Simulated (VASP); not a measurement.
# Hg (P6/mmm) in VASP: single point with PBEsol

Aim: the single point of Hg with PBEsol.

Program: VASP 6.6.1. These are calculated values, not measurements. Logs are shortened: lines on timing, memory, paths and dates and some standing lists are left out, and cuts for length are marked.

**1. The cell of the first run**

The structure is hexagonal, space group P6/mmm (No. 191). The conventional cell has a = 5.467 Å, b = 5.467 Å, c = 3.185 Å, α = 90.00°, β = 90.00°, γ = 120.00°. Within 4.2 Å of Hg (site symmetry -6m2) lie 11 Hg at 3.16 to 3.54 Å. Within 4.2 Å of Hg (site symmetry 6/mmm) lie 14 Hg at 3.19 to 3.54 Å.

**2. Single point, PBEsol**

INCAR reads:

```
SYSTEM = Hg
ALGO = Normal
EDIFF = 1E-6
ENCUT = 520
GGA = PS
ISIF = 2
ISMEAR = -1
LASPH = .TRUE.
LCHARG = .FALSE.
LREAL = .FALSE.
LWAVE = .FALSE.
NBANDS = 25
NELM = 80
PREC = Accurate
SIGMA = 0.05
```

KPOINTS reads:

```
k-points
0
G
  5 5 7
  0 0 0
```

POSCAR reads:

```
Hg
1.0
    5.4666960000      0.0000000000      0.0000000000
   -2.7333480000      4.7342976108      0.0000000000
    0.0000000000      0.0000000000      3.1852180000
Hg
3
Direct
    0.3333330000      0.6666670000      0.5000000000
    0.6666670000      0.3333330000      0.5000000000
    0.0000000000      0.0000000000      0.0000000000
```

Potentials or basis: VASP PAW PBE potentials, release 64 (Hg).

The run is started by

```
> cat potpaw_PBE.64/Hg/POTCAR > POTCAR
> mpirun -np 1 vasp_std > vasp.out
```

OUTCAR:

```text
SYSTEM = Hg
   EDIFF = 1E-6
   ENCUT = 520
   GGA = PS
   ISIF = 2
   ISMEAR = -1
   LASPH = .TRUE.
   LREAL = .FALSE.
   NELM = 80
   PREC = Accurate

 ion  position               nearest neighbor table
   1  0.333  0.667  0.500-   2 3.16   2 3.16   2 3.16   3 3.54   3 3.54   3 3.54   3 3.54   3 3.54
                             3 3.54
   2  0.667  0.333  0.500-   1 3.16   1 3.16   1 3.16   3 3.54   3 3.54   3 3.54   3 3.54   3 3.54
                             3 3.54
   3  0.000  0.000  0.000-   1 3.54   2 3.54   1 3.54   2 3.54   2 3.54   2 3.54   1 3.54   1 3.54
                             2 3.54   2 3.54   1 3.54   1 3.54

  LATTYP: Found a hexagonal cell.
 ALAT       =     5.4666960000
 C/A-ratio  =     0.5826587028

  Lattice vectors:

 A1 = (   5.4666960000,   0.0000000000,   0.0000000000)
 A2 = (  -2.7333480000,   4.7342976108,   0.0000000000)
 A3 = (   0.0000000000,   0.0000000000,   3.1852180000)

Analysis of symmetry for initial positions (statically):
=====================================================================
 Subroutine PRICEL returns:
 Original cell was already a primitive cell.

 Routine SETGRP: Setting up the symmetry group for a
 hexagonal supercell.

 Subroutine GETGRP returns: Found 24 space group operations
 (whereof 24 operations were pure point group operations)
 out of a pool of 24 trial point group operations.

The static configuration has the point symmetry D_6h.

Analysis of symmetry for dynamics (positions and initial velocities):
=====================================================================
 Subroutine PRICEL returns:
 Original cell was already a primitive cell.

 Routine SETGRP: Setting up the symmetry group for a
 hexagonal supercell.

 Subroutine GETGRP returns: Found 24 space group operations
 (whereof 24 operations were pure point group operations)
 out of a pool of 24 trial point group operations.

The dynamic configuration has the point symmetry D_6h.

 Subroutine INISYM returns: Found 24 space group operations
 (whereof 24 operations are pure point group operations),
 and found     1 'primitive' translations

----------------------------------------------------------------------------------------

                                     Primitive cell

  volume of cell :      82.4365

  direct lattice vectors                    reciprocal lattice vectors
     5.466696000  0.000000000  0.000000000     0.182925848  0.105612287  0.000000000
    -2.733348000  4.734297611  0.000000000     0.000000000  0.211224575  0.000000000
     0.000000000  0.000000000  3.185218000     0.000000000  0.000000000  0.313950254

  length of vectors
     5.466696000  5.466696000  3.185218000     0.211224575  0.211224575  0.313950254

  position of ions in fractional coordinates (direct lattice)
     0.333333000  0.666667000  0.500000000
     0.666667000  0.333333000  0.500000000
     0.000000000  0.000000000  0.000000000

  ion indices of the primitive-cell ions
   primitive index   ion index
                 1           1
                 2           2
                 3           3

----------------------------------------------------------------------------------------

 KPOINTS: k-points

Automatic generation of k-mesh.
 Grid dimensions read from file:
 generate k-points for:    5    5    7

 Generating k-lattice:

  Cartesian coordinates                     Fractional coordinates (reciprocal lattice)
     0.036585170  0.021122457  0.000000000     0.200000000  0.000000000  0.000000000
     0.000000000  0.042244915  0.000000000     0.000000000  0.200000000  0.000000000
     0.000000000  0.000000000  0.044850036     0.000000000  0.000000000  0.142857143

  Length of vectors
     0.042244915  0.042244915  0.044850036

  Shift w.r.t. Gamma in fractional coordinates (k-lattice)
     0.000000000  0.000000000  0.000000000

 Subroutine IBZKPT returns following result:
 ===========================================

 Found     20 irreducible k-points:

 Following reciprocal coordinates:
            Coordinates               Weight
  0.000000  0.000000  0.000000      1.000000
  0.200000  0.000000  0.000000      6.000000
  0.400000  0.000000  0.000000      6.000000
  0.200000  0.200000  0.000000      6.000000
  0.400000  0.200000  0.000000      6.000000
  0.000000  0.000000  0.142857      2.000000
[... 12 lines left out ...]
  0.200000  0.200000  0.428571     12.000000
  0.400000  0.200000  0.428571     12.000000
   k-points           NKPTS =     20   k-points in BZ     NKDIM =     20   number of bands    NBANDS=     25
   number of dos      NEDOS =    301   number of ions     NIONS =      3
   total plane-waves  NPLWV =  42336
   dimension x,y,z NGX =    42 NGY =   42 NGZ =   24
   dimension x,y,z NGXF=    84 NGYF=   84 NGZF=   48
   ions per type =               3
   NGX,Y,Z   is equivalent  to a cutoff of  12.77, 12.77, 12.53 a.u.
   NGXF,Y,Z  is equivalent  to a cutoff of  25.54, 25.54, 25.05 a.u.
 SYSTEM =  Hg
   PREC   = accura    normal or accurate (medium, high low for compatibility)
   ISTART =      0    job   : 0-new  1-cont  2-samecut
   ICHARG =      2    charge: 1-file 2-atom 10-const
   ISPIN  =      1    spin polarized calculation?
   LNONCOLLINEAR =      F non collinear calculations
   LSORBIT =      F    spin-orbit coupling
   LASPH  =      T    aspherical Exc in radial PAW
   ENCUT  =  520.0 eV  38.22 Ry    6.18 a.u.  10.16 10.16  5.92*2*pi/ulx,y,z
   NELM   =     80;   NELMIN=  2; NELMDL= -5     # of ELM steps
   EDIFF  = 0.1E-05   stopping-criterion for ELM
   LREAL  =      F    real-space projection
   EDIFFG = 0.1E-04   stopping-criterion for IOM
   NSW    =      0    number of steps for IOM
   IBRION =     -1    ionic relax: 0-MD 1-quasi-New 2-CG
   NFREE  =      0    steps in history (QN), initial steepest desc. (CG)
   ISIF   =      2    stress and relaxation
   ISYM   =      2    0-nonsym 1-usesym 2-fastsym
   POTIM  = 0.5000    time-step for ionic-motion
   TEBEG  =    0.0;   TEEND  =   0.0 temperature during run
   PSTRESS=    0.0 pullay stress
   NELECT =      36.0000    total number of electrons
   NUPDOWN=      -1.0000    fix difference up-down
   EMIN   =  10.00;   EMAX   =-10.00  energy-range for DOS
   EFERMI =   0.00;   METHOD = LEGACY
   ISMEAR =    -1;   SIGMA  =   0.05  broadening in eV -4-tet -1-fermi 0-gaus
   EFERMI_NEDOS =   21; number of points for ismear=-14 and -15
   IALGO  =     38    algorithm
   IMIX   =      4    mixing-type and parameters
     AMIX     =   0.40;   BMIX     =  1.00
     AMIX_MAG =   1.60;   BMIX_MAG =  1.00
  volume/ion in A,a.u.               =      27.48       185.44
  Fermi-wavevector in a.u.,A,eV,Ry     =   1.242041  2.347116 20.989229  1.542665
  Thomas-Fermi vector in A             =   2.376412
   LORBIT       =      0    0 simple, 1 ext, 2 COOP (PROOUT), +10 PAW based schemes
   GGA     = PS    functional components
   LHFCALC =     F    Hartree Fock is set to
   AEXX    =    0.0000 exact exchange contribution
   IVDW    =     0    specifies the selected vdW correction
   LEPSILON=     F    determine dielectric tensor
   LRPA    =     F    only Hartree local field effects (RPA)
 non-spin polarized calculation
  energy-cutoff  :      520.00
  volume of cell :       82.44
 maximum number of plane-waves:      2232
 NGX is ok and might be reduce to    42
   NGX = 21   NGY = 21   NGZ = 11

 number of electron      36.0000004 magnetization

 Free energy of the ion-electron system (eV)
  ---------------------------------------------------
  ext. energy  EPLUGINS =         0.00000000
  ---------------------------------------------------
  free energy    TOTEN  =        -1.57765582 eV

  energy without entropy =       -1.57371007  energy(sigma->0) =       -1.57568294

 E-fermi :   1.2315     XC(G=0): -10.2246

 val. band max:        1.1605440472   @ k =   0.4000   0.0000   0.1429
 cond. band min:       1.3114559610   @ k =   0.0000   0.0000   0.2857
 fundamental gap:      0.1509119138
 Fermi energy:         1.2315045747

 k-point     1 :       0.0000    0.0000    0.0000
  band No.  band energies     occupation
      1      -6.5148      2.00000
      2      -5.8964      2.00000
      3      -5.5173      2.00000
      4      -5.3051      2.00000
      5      -5.1325      2.00000
      6      -5.1325      2.00000
[... 17 lines left out ...]
     24      14.2798      0.00000
     25      15.0325      0.00000

 k-point     2 :       0.2000    0.0000    0.0000
  band No.  band energies     occupation
      1      -6.2247      2.00000
      2      -5.8507      2.00000
      3      -5.5617      2.00000
      4      -5.4540      2.00000
      5      -5.3000      2.00000
      6      -5.2766      2.00000
[... 17 lines left out ...]
     24      12.4460      0.00000
     25      13.3261      0.00000

 k-point     3 :       0.4000    0.0000    0.0000
  band No.  band energies     occupation
      1      -5.7918      2.00000
      2      -5.7630      2.00000
      3      -5.6550      2.00000
      4      -5.5447      2.00000
      5      -5.4025      2.00000
      6      -5.2565      2.00000
[... 17 lines left out ...]
     24      10.4792      0.00000
     25      11.4106      0.00000

 k-point     4 :       0.2000    0.2000    0.0000
  band No.  band energies     occupation
      1      -5.8446      2.00000
      2      -5.7808      2.00000
      3      -5.6271      2.00000
      4      -5.5770      2.00000
      5      -5.4775      2.00000
      6      -5.3165      2.00000
[... 17 lines left out ...]
     24      11.0159      0.00000
     25      12.6444      0.00000
[... 365 lines left out ...]
 k-point    18 :       0.4000    0.0000    0.4286
  band No.  band energies     occupation
      1      -5.6086      2.00000
      2      -5.5470      2.00000
      3      -5.5278      2.00000
      4      -5.4611      2.00000
      5      -5.3050      2.00000
      6      -5.1007      2.00000
[... 17 lines left out ...]
     24       8.7767      0.00000
     25      10.4910      0.00000

 k-point    19 :       0.2000    0.2000    0.4286
  band No.  band energies     occupation
      1      -5.6678      2.00000
      2      -5.6223      2.00000
      3      -5.4116      2.00000
      4      -5.3479      2.00000
      5      -5.2726      2.00000
      6      -5.2204      2.00000
[... 17 lines left out ...]
     24       8.5254      0.00000
     25       9.2083      0.00000

 k-point    20 :       0.4000    0.2000    0.4286
  band No.  band energies     occupation
      1      -5.6891      2.00000
      2      -5.4829      2.00000
      3      -5.4470      2.00000
      4      -5.3265      2.00000
      5      -5.2635      2.00000
      6      -5.1903      2.00000
[... 17 lines left out ...]
     24       8.9428      0.00000
     25       9.2767      0.00000

------------------------ aborting loop because EDIFF is reached ----------------------------------------

  FORCE on cell =-STRESS in cart. coord.  units (eV):
  Direction    XX          YY          ZZ          XY          YZ          ZX
  --------------------------------------------------------------------------------------
  -------------------------------------------------------------------------------------
  Total       -1.3550635     -1.3550635     -1.3464461      0.0000000      0.0000000     -0.0000000
  in kB      -26.3360469    -26.3360469    -26.1685654      0.0000000      0.0000000     -0.0000000
  external PRESSURE =     -26.2802197 kB  Pullay stress =       0.0000000 kB

 VOLUME and BASIS-vectors are now :
 -----------------------------------------------------------------------------
  energy-cutoff  :      520.00
  volume of cell :       82.44
      direct lattice vectors                 reciprocal lattice vectors
     5.466696000  0.000000000  0.000000000     0.182925848  0.105612287  0.000000000
    -2.733348000  4.734297611  0.000000000     0.000000000  0.211224575  0.000000000
     0.000000000  0.000000000  3.185218000     0.000000000  0.000000000  0.313950254

 POSITION                                       TOTAL-FORCE (eV/Angst)
 -----------------------------------------------------------------------------------
     -0.00000      3.15620      1.59261        -0.000000      0.000000      0.000000
      2.73335      1.57810      1.59261         0.000000     -0.000000     -0.000000
      0.00000      0.00000      0.00000        -0.000000      0.000000      0.000000
 -----------------------------------------------------------------------------------
    total drift:                               -0.000000      0.000000      0.000000

  FREE ENERGIE OF THE ION-ELECTRON SYSTEM (eV)
  ---------------------------------------------------
  free  energy   TOTEN  =        -1.5776558190 eV

  energy  without entropy=       -1.5737100700  energy(sigma->0) =       -1.57568294
```

It took 53 s on 1 thread of AMD EPYC 7R13, shared host; peak memory 0.17 GiB.

Results:

```
Free energy            : -1.5777 eV
Pressure               : -2.6 GPa
Band gap on the k mesh : zero (band 18 reaches 2.84 eV, above the bottom of band 19 at 0.62 eV)
```

Caveat: the PAW data sets were made with another functional, which shifts forces and pressure a little; spin-orbit coupling is left out, which moves the levels of the heavy elements.
